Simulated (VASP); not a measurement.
# Si16B (a cell with a defect) in VASP: relaxation of the atoms with PBE+D3(BJ)

Aim: the relaxation of the atoms of Si16B (a cell with a defect) with PBE+D3(BJ).

Program: VASP 6.6.1. These are calculated values, not measurements. Logs are shortened: lines on timing, memory, paths and dates and some standing lists are left out, and cuts for length are marked.

### 1 The cell of the first run

The cell holds a defect, 17 atoms: a = 7.675 Å, b = 7.675 Å, c = 7.675 Å, α = 60.00°, β = 60.00°, γ = 60.00°.

### 2 Relaxation of the atoms, PBE+D3(BJ), collinear spin

INCAR reads:

```
SYSTEM = Si16B
  PREC = Accurate
  ENCUT = 520
  EDIFF = 1E-7
  ISMEAR = -1
  SIGMA = 0.05
  LREAL = Auto
  LASPH = .TRUE.
  NELM = 150
  ALGO = Normal
  ISIF = 2
  LWAVE = .FALSE.
  LCHARG = .FALSE.
  ISPIN = 2
  MAGMOM = 0 0 0 0 0 0 0 0 0 0 0 0 0 0 0 0 1
  LORBIT = 11
  GGA = PE
  IVDW = 12
  IBRION = 2
  NSW = 45
  EDIFFG = -0.08
  KPAR = 2
```

KPOINTS reads:

```
regular mesh
0
G
  2 2 2
  0 0 0
```

POSCAR reads:

```
Si16B
1.0
    0.0000000000      5.4271200000      5.4271200000
    5.4271200000      0.0000000000      5.4271200000
    5.4271200000      5.4271200000      0.0000000000
Si B
16 1
Direct
    0.3750000000      0.3750000000      0.3750000000
    0.2500000000      0.2500000000      0.2500000000
    0.3750000000      0.3750000000      0.8750000000
    0.2500000000      0.2500000000      0.7500000000
    0.3750000000      0.8750000000      0.3750000000
    0.2500000000      0.7500000000      0.2500000000
    0.3750000000      0.8750000000      0.8750000000
    0.2500000000      0.7500000000      0.7500000000
    0.8750000000      0.3750000000      0.3750000000
    0.7500000000      0.2500000000      0.2500000000
    0.8750000000      0.3750000000      0.8750000000
    0.7500000000      0.2500000000      0.7500000000
    0.8750000000      0.8750000000      0.3750000000
    0.7500000000      0.7500000000      0.2500000000
    0.8750000000      0.8750000000      0.8750000000
    0.7500000000      0.7500000000      0.7500000000
    0.1364274000      0.1229152000      0.6313565000
```

Potentials or basis: VASP PAW PBE potentials, release 64 (Si, B).

Run with:

```bash
cat potpaw_PBE.64/Si/POTCAR potpaw_PBE.64/B/POTCAR > POTCAR
mpirun -np 4 vasp_std > vasp.out
```

OUTCAR:

```text
SYSTEM = Si16B
   PREC = Accurate
   ENCUT = 520
   EDIFF = 1E-7
   ISMEAR = -1
   LREAL = Auto
   LASPH = .TRUE.
   NELM = 150
   ISIF = 2
   ISPIN = 2
   LORBIT = 11
   GGA = PE
   IVDW = 12
   IBRION = 2
   NSW = 45
   EDIFFG = -0.08
 IVDW          = 12

 ion  position               nearest neighbor table
   1  0.375  0.375  0.375-   2 2.35   4 2.35   6 2.35  10 2.35
   2  0.250  0.250  0.250-   1 2.35   3 2.35   5 2.35   9 2.35  17 2.39
   3  0.375  0.375  0.875-   2 2.35   4 2.35   8 2.35  12 2.35
   4  0.250  0.250  0.750-  17 2.25   3 2.35   7 2.35  11 2.35   1 2.35
   5  0.375  0.875  0.375-   2 2.35   6 2.35   8 2.35  14 2.35
   6  0.250  0.750  0.250-   1 2.35   5 2.35   7 2.35  13 2.35
   7  0.375  0.875  0.875-   4 2.35   6 2.35   8 2.35  16 2.35  17 2.62
   8  0.250  0.750  0.750-  17 2.34   5 2.35   7 2.35  15 2.35   3 2.35
   9  0.875  0.375  0.375-   2 2.35  10 2.35  12 2.35  14 2.35
  10  0.750  0.250  0.250-   1 2.35   9 2.35  11 2.35  13 2.35
  11  0.875  0.375  0.875-   4 2.35  10 2.35  12 2.35  16 2.35
  12  0.750  0.250  0.750-   3 2.35   9 2.35  11 2.35  15 2.35  17 2.42
  13  0.875  0.875  0.375-   6 2.35  10 2.35  14 2.35  16 2.35
  14  0.750  0.750  0.250-   5 2.35   9 2.35  13 2.35  15 2.35
  15  0.875  0.875  0.875-   8 2.35  12 2.35  14 2.35  16 2.35
  16  0.750  0.750  0.750-   7 2.35  11 2.35  13 2.35  15 2.35
  17  0.136  0.123  0.631-   4 2.25   8 2.34   2 2.39  12 2.42   7 2.62

  LATTYP: Found a face centered cubic cell.
 ALAT       =    10.8542400000

  Lattice vectors:

 A1 = (   0.0000000000,   5.4271200000,   5.4271200000)
 A2 = (   5.4271200000,   0.0000000000,   5.4271200000)
 A3 = (   5.4271200000,   5.4271200000,   0.0000000000)

Analysis of symmetry for initial positions (statically):
=====================================================================
 Subroutine PRICEL returns:
 Original cell was already a primitive cell.

 Routine SETGRP: Setting up the symmetry group for a
 face centered cubic supercell.

 Subroutine GETGRP returns: Found  1 space group operations
 (whereof  1 operations were pure point group operations)
 out of a pool of 48 trial point group operations.

The static configuration has the point symmetry C_1 .

Analysis of symmetry for dynamics (positions and initial velocities):
=====================================================================
 Subroutine PRICEL returns:
 Original cell was already a primitive cell.

 Routine SETGRP: Setting up the symmetry group for a
 face centered cubic supercell.

 Subroutine GETGRP returns: Found  1 space group operations
 (whereof  1 operations were pure point group operations)
 out of a pool of 48 trial point group operations.

The dynamic configuration has the point symmetry C_1 .

Analysis of structural, dynamic, and magnetic symmetry:
=====================================================================
 Subroutine PRICEL returns:
 Original cell was already a primitive cell.

 Routine SETGRP: Setting up the symmetry group for a
 face centered cubic supercell.

 Subroutine GETGRP returns: Found  1 space group operations
 (whereof  1 operations were pure point group operations)
 out of a pool of 48 trial point group operations.

The overall configuration has the point symmetry C_1 .

 Subroutine INISYM returns: Found  1 space group operations
 (whereof  1 operations are pure point group operations),
 and found     1 'primitive' translations

----------------------------------------------------------------------------------------

                                     Primitive cell

  volume of cell :     319.6968

  direct lattice vectors                    reciprocal lattice vectors
     0.000000000  5.427120000  5.427120000    -0.092129896  0.092129896  0.092129896
     5.427120000  0.000000000  5.427120000     0.092129896 -0.092129896  0.092129896
     5.427120000  5.427120000  0.000000000     0.092129896  0.092129896 -0.092129896

  length of vectors
     7.675106709  7.675106709  7.675106709     0.159573660  0.159573660  0.159573660

  position of ions in fractional coordinates (direct lattice)
     0.375000000  0.375000000  0.375000000
     0.250000000  0.250000000  0.250000000
     0.375000000  0.375000000  0.875000000
     0.250000000  0.250000000  0.750000000
     0.375000000  0.875000000  0.375000000
     0.250000000  0.750000000  0.250000000
[... 9 lines left out ...]
     0.750000000  0.750000000  0.750000000
     0.136427400  0.122915200  0.631356500

  ion indices of the primitive-cell ions
   primitive index   ion index
                 1           1
                 2           2
                 3           3
                 4           4
                 5           5
                 6           6
[... 9 lines left out ...]
                16          16
                17          17

----------------------------------------------------------------------------------------

 KPOINTS: regular mesh

Automatic generation of k-mesh.
 Grid dimensions read from file:
 generate k-points for:    2    2    2

 Generating k-lattice:

  Cartesian coordinates                     Fractional coordinates (reciprocal lattice)
    -0.046064948  0.046064948  0.046064948     0.500000000  0.000000000  0.000000000
     0.046064948 -0.046064948  0.046064948     0.000000000  0.500000000  0.000000000
     0.046064948  0.046064948 -0.046064948     0.000000000  0.000000000  0.500000000

  Length of vectors
     0.079786830  0.079786830  0.079786830

  Shift w.r.t. Gamma in fractional coordinates (k-lattice)
     0.000000000  0.000000000  0.000000000

 Subroutine IBZKPT returns following result:
 ===========================================

 Found      8 irreducible k-points:

 Following reciprocal coordinates:
            Coordinates               Weight
  0.000000  0.000000  0.000000      1.000000
  0.500000  0.000000  0.000000      1.000000
  0.000000  0.500000  0.000000      1.000000
  0.000000  0.000000  0.500000      1.000000
  0.500000  0.500000  0.500000      1.000000
  0.500000  0.500000  0.000000      1.000000
  0.000000  0.500000  0.500000      1.000000
  0.500000  0.000000  0.500000      1.000000
   k-points           NKPTS =      8   k-points in BZ     NKDIM =      8   number of bands    NBANDS=     44
   number of dos      NEDOS =    301   number of ions     NIONS =     17
   total plane-waves  NPLWV = 216000
   dimension x,y,z NGX =    60 NGY =   60 NGZ =   60
   dimension x,y,z NGXF=   120 NGYF=  120 NGZF=  120
   ions per type =              16   1
   NGX,Y,Z   is equivalent  to a cutoff of  13.00, 13.00, 13.00 a.u.
   NGXF,Y,Z  is equivalent  to a cutoff of  25.99, 25.99, 25.99 a.u.
 SYSTEM =  Si16B
   PREC   = accura    normal or accurate (medium, high low for compatibility)
   ISTART =      0    job   : 0-new  1-cont  2-samecut
   ICHARG =      2    charge: 1-file 2-atom 10-const
   ISPIN  =      2    spin polarized calculation?
   LNONCOLLINEAR =      F non collinear calculations
   LSORBIT =      F    spin-orbit coupling
   LASPH  =      T    aspherical Exc in radial PAW
   ENCUT  =  520.0 eV  38.22 Ry    6.18 a.u.  14.27 14.27 14.27*2*pi/ulx,y,z
   NELM   =    150;   NELMIN=  2; NELMDL= -5     # of ELM steps
   EDIFF  = 0.1E-06   stopping-criterion for ELM
   LREAL  =      T    real-space projection
   EDIFFG = -.8E-01   stopping-criterion for IOM
   NSW    =     45    number of steps for IOM
   IBRION =      2    ionic relax: 0-MD 1-quasi-New 2-CG
   NFREE  =      1    steps in history (QN), initial steepest desc. (CG)
   ISIF   =      2    stress and relaxation
   ISYM   =      2    0-nonsym 1-usesym 2-fastsym
   POTIM  = 0.5000    time-step for ionic-motion
   TEBEG  =    0.0;   TEEND  =   0.0 temperature during run
   PSTRESS=    0.0 pullay stress
   NELECT =      67.0000    total number of electrons
   NUPDOWN=      -1.0000    fix difference up-down
   EMIN   =  10.00;   EMAX   =-10.00  energy-range for DOS
   EFERMI =   0.00;   METHOD = LEGACY
   ISMEAR =    -1;   SIGMA  =   0.05  broadening in eV -4-tet -1-fermi 0-gaus
   EFERMI_NEDOS =   21; number of points for ismear=-14 and -15
   IALGO  =     38    algorithm
   IMIX   =      4    mixing-type and parameters
     AMIX     =   0.40;   BMIX     =  1.00
     AMIX_MAG =   1.60;   BMIX_MAG =  1.00
  volume/ion in A,a.u.               =      18.81       126.91
  Fermi-wavevector in a.u.,A,eV,Ry     =   0.972420  1.837606 12.865666  0.945600
  Thomas-Fermi vector in A             =   2.102717
   LORBIT       =     11    0 simple, 1 ext, 2 COOP (PROOUT), +10 PAW based schemes
   GGA     = PE    functional components
   LHFCALC =     F    Hartree Fock is set to
   AEXX    =    0.0000 exact exchange contribution
   IVDW    =    12    specifies the selected vdW correction
   LEPSILON=     F    determine dielectric tensor
   LRPA    =     F    only Hartree local field effects (RPA)
 conjugate gradient relaxation of ions
 spin polarized calculation
  energy-cutoff  :      520.00
  volume of cell :      319.70
 maximum number of plane-waves:      8646
 NGX is ok and might be reduce to    60
   NGX = 29   NGY = 29   NGZ = 29

--------------------------------------- Ionic step        1  -------------------------------------------

 number of electron      67.0000003 magnetization       0.0001332

 number of electron      67.0000003 magnetization      -0.0000036

 Free energy of the ion-electron system (eV)
  ---------------------------------------------------
  ext. energy  EPLUGINS =         0.00000000
  ---------------------------------------------------
  free energy    TOTEN  =       -88.54557753 eV

  energy without entropy =      -88.50738840  energy(sigma->0) =      -88.52648297

------------------------ aborting loop because EDIFF is reached ----------------------------------------

 Edisp (eV)   -5.34927

 E8    (eV) :    -2.2024
[... 162 lines left out ...]
 number of electron      67.0000001 magnetization      -0.0000046

 number of electron      67.0000001 magnetization       0.0000002

 Free energy of the ion-electron system (eV)
  ---------------------------------------------------
  ext. energy  EPLUGINS =         0.00000000
  ---------------------------------------------------
  free energy    TOTEN  =       -88.61276026 eV

  energy without entropy =      -88.59130104  energy(sigma->0) =      -88.60203065

 E-fermi :   6.3785     XC(G=0):  -9.5756

 val. band max:        6.2933174963   @ k =   0.5000   0.0000   0.0000
 cond. band min:       6.4482784535   @ k =   0.0000   0.0000   0.0000
 fundamental gap:      0.1549609572
 Fermi energy:         6.3785121847

 spin component 1

 k-point     1 :       0.0000    0.0000    0.0000
  band No.  band energies     occupation
      1      -6.2761      1.00000
      2      -3.9145      1.00000
      3      -3.8227      1.00000
      4      -3.7913      1.00000
      5      -3.7511      1.00000
      6      -2.4542      1.00000
[... 365 lines left out ...]
     43       9.6806      0.00000
     44      10.0599      0.00000
 Fermi energy:         6.3785121847

 spin component 2

 k-point     1 :       0.0000    0.0000    0.0000
  band No.  band energies     occupation
      1      -6.2761      1.00000
      2      -3.9145      1.00000
      3      -3.8227      1.00000
      4      -3.7913      1.00000
      5      -3.7511      1.00000
      6      -2.4542      1.00000
[... 413 lines left out ...]
  FREE ENERGIE OF THE ION-ELECTRON SYSTEM (eV)
  ---------------------------------------------------
  free  energy   TOTEN  =       -93.9613825650 eV

  energy  without entropy=      -93.9399233457  energy(sigma->0) =      -93.95065296

 reached required accuracy - stopping structural energy minimisation

 total charge

# of ion       s       p       d       tot
------------------------------------------
    1        0.757   0.930   0.000   1.687
    2        0.739   0.945   0.000   1.684
    3        0.781   0.894   0.000   1.674
    4        0.738   0.948   0.000   1.686
    5        0.756   0.936   0.000   1.692
    6        0.745   0.953   0.000   1.698
[... 9 lines left out ...]
   16        0.743   0.955   0.000   1.698
   17        0.824   0.765   0.000   1.589
--------------------------------------------------
tot         12.805  15.828   0.000  28.633

 magnetization (x)

# of ion       s       p       d       tot
------------------------------------------
    1       -0.000   0.000   0.000  -0.000
    2       -0.000  -0.000   0.000  -0.000
    3       -0.000  -0.000   0.000  -0.000
    4        0.000   0.000   0.000   0.000
    5       -0.000   0.000   0.000   0.000
    6        0.000   0.000   0.000   0.000
[... 9 lines left out ...]
   16       -0.000   0.000   0.000  -0.000
   17       -0.000  -0.000   0.000  -0.000
--------------------------------------------------
tot         -0.000  -0.000   0.000  -0.000
```

It took 4.8 min on 4 MPI ranks of Intel Xeon Platinum 8559C (Emerald Rapids), shared host; peak memory 0.48 GiB.

Results:

```
Free energy                                           : -93.9614 eV
Energy gained by relaxing                             : 3.9 meV/atom
Ionic steps                                           : 4
Pressure after relaxing                               : 0.6 GPa
Largest force after relaxing                          : 0.064 eV/Å
Net moment                                            : 0.00 μB per cell
Valence electrons inside the program's atomic spheres : Si 1.69, 1.68, 1.67, 1.70 (each value once); B 1.59
Dispersion energy per atom                            : -0.315 eV
```

Forces on the atoms (eV/Å):
```
Si   0.006  0.003  0.017
Si   0.011  0.001 -0.001
Si   0.019  0.054  0.028
Si   0.029  0.012  0.021
Si  -0.030 -0.011 -0.007
Si  -0.002 -0.027 -0.015
Si   0.007  0.009  0.008
Si   0.000  0.000 -0.007
Si  -0.003 -0.015 -0.010
Si  -0.009 -0.005 -0.012
Si   0.016 -0.001  0.002
Si   0.004  0.004  0.008
Si   0.001  0.006  0.003
Si   0.005  0.005  0.005
Si  -0.004 -0.014 -0.024
Si  -0.009 -0.025 -0.004
B   -0.041  0.004 -0.011
```

Stress tensor (GPa, compression positive):
```
0.59 0.06 0.09
0.06 0.59 0.07
0.09 0.07 0.59
```

Step by step:
| step | energy change (eV) | largest force (eV/Å) | pressure (GPa) |
| --- | --- | --- | --- |
| 1 | 0.0000 | 0.5721 | 0.26 |
| 2 | -0.0474 | 0.2495 | 0.41 |
| 3 | -0.0615 | 0.1459 | 0.63 |
| 4 | -0.0665 | 0.0642 | 0.59 |

Final structure:
```
CELL_PARAMETERS angstrom
0.00000 5.42712 5.42712
5.42712 0.00000 5.42712
5.42712 5.42712 0.00000
ATOMIC_POSITIONS crystal
Si 0.37724 0.37687 0.37212
Si 0.24650 0.24701 0.25852
Si 0.37583 0.37515 0.87572
Si 0.24737 0.24869 0.74780
Si 0.37741 0.87326 0.37259
Si 0.25083 0.74982 0.25007
Si 0.37701 0.87257 0.87685
Si 0.24654 0.75814 0.74677
Si 0.87278 0.37718 0.37314
Si 0.75003 0.25092 0.24994
Si 0.87188 0.37702 0.87723
Si 0.75845 0.24701 0.74671
Si 0.87457 0.87507 0.37474
Si 0.74972 0.74933 0.24961
Si 0.87240 0.87343 0.87734
Si 0.75014 0.74980 0.75082
B 0.13776 0.12165 0.63139
```

Caveat: the k points lie up to 0.50 Å⁻¹ apart; the relaxation stopped at a loose force limit of 0.08 eV/Å, so its end isn't a converged minimum.
